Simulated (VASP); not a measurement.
# Li in VASP: settings compared, part 3 of 3

VASP 6.6.1. Earlier steps stand in the parts before.

**6. Relaxation of cell and atoms, PBE**

This run uses another cell than the first one: it holds 2 atoms, not 4.

File INCAR:

```
PREC = Accurate ; ENCUT = 600
EDIFF = 1E-6 ; ISMEAR = 0
SIGMA = 0.1 ; LREAL = False
LASPH = True ; NELM = 60
ALGO = Fast ; ISIF = 3
LWAVE = False ; LCHARG = False
GGA = PE ; IBRION = 2
NSW = 100 ; EDIFFG = -0.01
```

File KPOINTS:

```
Automatic mesh
0
Gamma
  21 21 12
```

File POSCAR:

```
Li
1.0
    3.0628404219      0.0000000000      0.0000000000
   -1.5314202109      2.6524976131      0.0000000000
    0.0000000000      0.0000000000      5.0257609585
Li
2
Direct
    0.3333333333      0.6666666667      0.2500000000
    0.6666666667      0.3333333333      0.7500000000
```

Potentials or basis: VASP PAW PBE potentials, release 64 (Li_sv).

Command:

```console
cat potpaw_PBE.64/Li_sv/POTCAR > POTCAR
mpirun -np 1 vasp_std > vasp.out
```

OUTCAR:

```text
PREC = Accurate
   ENCUT = 600
   EDIFF = 1E-6
   ISMEAR = 0
   LREAL = False
   LASPH = True
   NELM = 60
   ISIF = 3
   GGA = PE
   IBRION = 2
   NSW = 100
   EDIFFG = -0.01

 ion  position               nearest neighbor table
   1  0.333  0.667  0.250-
   2  0.667  0.333  0.750-

  LATTYP: Found a hexagonal cell.
 ALAT       =     3.0628404219
 C/A-ratio  =     1.6408824053

  Lattice vectors:

 A1 = (   3.0628404219,   0.0000000000,   0.0000000000)
 A2 = (  -1.5314202109,   2.6524976131,   0.0000000000)
 A3 = (   0.0000000000,   0.0000000000,   5.0257609585)

Analysis of symmetry for initial positions (statically):
=====================================================================
 Subroutine PRICEL returns:
 Original cell was already a primitive cell.

 Routine SETGRP: Setting up the symmetry group for a
 hexagonal supercell.

 Subroutine GETGRP returns: Found 24 space group operations
 (whereof 12 operations were pure point group operations)
 out of a pool of 24 trial point group operations.

The static configuration has the point symmetry D_3d.
 The point group associated with its full space group is D_6h.

Analysis of symmetry for dynamics (positions and initial velocities):
=====================================================================
 Subroutine PRICEL returns:
 Original cell was already a primitive cell.

 Routine SETGRP: Setting up the symmetry group for a
 hexagonal supercell.

 Subroutine GETGRP returns: Found 24 space group operations
 (whereof 12 operations were pure point group operations)
 out of a pool of 24 trial point group operations.

The dynamic configuration has the point symmetry D_3d.
 The point group associated with its full space group is D_6h.

 Subroutine INISYM returns: Found 24 space group operations
[... 122 lines left out ...]
   GGA     = PE    functional components
   LHFCALC =     F    Hartree Fock is set to
   AEXX    =    0.0000 exact exchange contribution
   IVDW    =     0    specifies the selected vdW correction
   LEPSILON=     F    determine dielectric tensor
   LRPA    =     F    only Hartree local field effects (RPA)
 conjugate gradient relaxation of ions
 non-spin polarized calculation
 RMM-DIIS sequential band-by-band and
 Gauss-broadening in eV      SIGMA  =   0.10
  energy-cutoff  :      600.00
  volume of cell :       40.83
 maximum number of plane-waves:      1380
   NGX = 13   NGY = 13   NGZ = 21

--------------------------------------- Ionic step        1  -------------------------------------------

 number of electron       5.9999997 magnetization

 Free energy of the ion-electron system (eV)
  ---------------------------------------------------
  ext. energy  EPLUGINS =         0.00000000
  ---------------------------------------------------
  free energy    TOTEN  =        -3.81420498 eV

  energy without entropy =       -3.80909377  energy(sigma->0) =       -3.81164938

------------------------ aborting loop because EDIFF is reached ----------------------------------------

  FORCE on cell =-STRESS in cart. coord.  units (eV):
  Direction    XX          YY          ZZ          XY          YZ          ZX
  --------------------------------------------------------------------------------------
  -------------------------------------------------------------------------------------
  Total       -0.0476336     -0.0476336     -0.0856471     -0.0000000     -0.0000000     -0.0000000
  in kB       -1.8691449     -1.8691449     -3.3607933     -0.0000000     -0.0000000     -0.0000000
  external PRESSURE =      -2.3663610 kB  Pullay stress =       0.0000000 kB
[... 95 lines left out ...]
--------------------------------------- Ionic step        4  -------------------------------------------

 number of electron       6.0000003 magnetization

 Free energy of the ion-electron system (eV)
  ---------------------------------------------------
  ext. energy  EPLUGINS =         0.00000000
  ---------------------------------------------------
  free energy    TOTEN  =        -3.81481156 eV

  energy without entropy =       -3.80970985  energy(sigma->0) =       -3.81226070

 E-fermi :   0.6463     XC(G=0):  -7.0774

 val. band max:        0.6410475105   @ k =   0.1905   0.0952   0.2500
 cond. band min:       0.6495403062   @ k =   0.3333   0.0476   0.4167
 fundamental gap:      0.0084927957
 Fermi energy:         0.6463082189

 k-point     1 :       0.0000    0.0000    0.0000
  band No.  band energies     occupation
      1     -45.8409      2.00000
      2     -45.8220      2.00000
      3      -2.9167      2.00000
      4       0.6379      1.09444
      5       3.6242      0.00000
      6      13.2378      0.00000
      7      13.2379      0.00000
[... 221 lines left out ...]
 k-point    24 :       0.1905    0.0952    0.0000
  band No.  band energies     occupation
      1     -45.8320      2.00000
      2     -45.8181      2.00000
      3      -1.8998      2.00000
      4       1.9799      0.00000
      5       3.9010      0.00000
      6       8.1281      0.00000
      7       9.6181      0.00000

 [... further k-points ...]
[... 5 lines left out ...]
  --------------------------------------------------------------------------------------
  -------------------------------------------------------------------------------------
  Total        0.0124048      0.0124048     -0.0034610      0.0000000      0.0000000      0.0000000
  in kB        0.4968857      0.4968857     -0.1386341      0.0000000      0.0000000      0.0000000
  external PRESSURE =       0.2850458 kB  Pullay stress =       0.0000000 kB
[... 17 lines left out ...]
  FREE ENERGIE OF THE ION-ELECTRON SYSTEM (eV)
  ---------------------------------------------------
  free  energy   TOTEN  =        -3.8148115612 eV

  energy  without entropy=       -3.8097098474  energy(sigma->0) =       -3.81226070

 reached required accuracy - stopping structural energy minimisation
```

Wall time 2.6 min (1 thread of AMD EPYC 7R13 (Zen 3), shared host); peak memory 0.2 GiB.

What came out:

```yaml
Free_energy: -3.8148 eV
Relaxed_volume: 20.00 Å³/atom
Relaxed_cell: a = 3.046 Å, b = 3.046 Å, c = 4.977 Å, α = 90.00°, β = 90.00°, γ = 120.00°
Space_group_after_relaxing_to_0.05_Å: P6_3/mmc (No. 194)
Energy_gained_by_relaxing: 0.3 meV/atom
Ionic_steps: 4
Pressure_after_relaxing: 0.0 GPa
Band_gap_on_the_k_mesh: zero (band 3 reaches 2.84 eV, above the bottom of band 4 at -1.80 eV)
```

The path:
```
step  energy change (eV)  largest force (eV/Å)  pressure (GPa)  volume (Å³)
   1              0.0000                0.0000           -0.24        40.83
   2             -0.0003                0.0000           -0.19        40.65
   3             -0.0006                0.0000           -0.03        40.12
   4             -0.0006                0.0000            0.03        40.00
```

Final structure:
```cif
data_structure
_symmetry_space_group_name_H-M 'P 1'
_symmetry_Int_Tables_number 1
_cell_length_a 3.0463
_cell_length_b 3.0463
_cell_length_c 4.9770
_cell_angle_alpha 90.000
_cell_angle_beta 90.000
_cell_angle_gamma 120.000
_cell_volume 40.00
loop_
_atom_site_label
_atom_site_type_symbol
_atom_site_fract_x
_atom_site_fract_y
_atom_site_fract_z
_atom_site_occupancy
Li1 Li 0.33333 0.66667 0.25000 1
Li2 Li 0.66667 0.33333 0.75000 1
```

Levels at points of the mesh, in eV from the Fermi level:
```csv
k point,band 1,band 2,band 3,band 4,band 5,band 6,band 7
"(0.00, 0.00, 0.00)",-46.49,-46.47,-3.56,-0.01,2.98,12.59,12.59
"(0.00, 0.00, 0.50)",-46.48,-46.48,-2.44,-2.44,8.06,8.06,13.51
```

Caveat: the cutoff is under 1.25 times the usual one of these potentials, so pressure, stress and relaxed cells hold a basis-set (Pulay) error.

**7. Overview**

| task | level | cell | k mesh | cutoff (eV) | smearing | gap on the mesh (eV) | pressure (GPa) | relaxed volume (Å³/atom) |
| --- | --- | --- | --- | --- | --- | --- | --- | --- |
| single point | PBE | a = 3.136, b = 4.978, c = 5.201 Å, angles 89.9, 90.0, 89.5°, 4 atoms | 8 × 4 × 4 | 520 | gaussian 0.2 eV | none | - | - |
| single point | PBE | a = 3.059, b = 3.059, c = 4.988 Å, angles 90.0, 90.0, 120.0°, 2 atoms | 21 × 21 × 12 | 520 | gaussian 0.1 eV | none | - | - |
| single point | r2SCAN | a = 3.059, b = 3.059, c = 4.988 Å, angles 90.0, 90.0, 120.0°, 2 atoms | 21 × 21 × 12 | 520 | gaussian 0.1 eV | none | - | - |
| relaxation of cell and atoms | PBE | relaxed from a = 3.061, b = 4.922, c = 5.164 Å, angles 90.0, 89.8, 88.6°, 4 atoms | 8 × 4 × 4 | 600 | gaussian 0.2 eV | none | 0.0 | 20.11 |
| relaxation of cell and atoms | PBE | relaxed from a = 3.063, b = 3.063, c = 5.026 Å, angles 90.0, 90.0, 120.0°, 2 atoms | 21 × 21 × 12 | 600 | gaussian 0.1 eV | none | 0.0 | 20.00 |

Alike in all rows: potentials or basis VASP PAW PBE potentials, release 64 (Li_sv); no spin polarisation.

Caveats: the cutoff is under 1.25 times the usual one of these potentials, so pressure, stress and relaxed cells hold a basis-set (Pulay) error; the PAW data sets were made with another functional, which shifts forces and pressure a little (some runs).

Absolute energies hang on the potentials; compare differences alone.
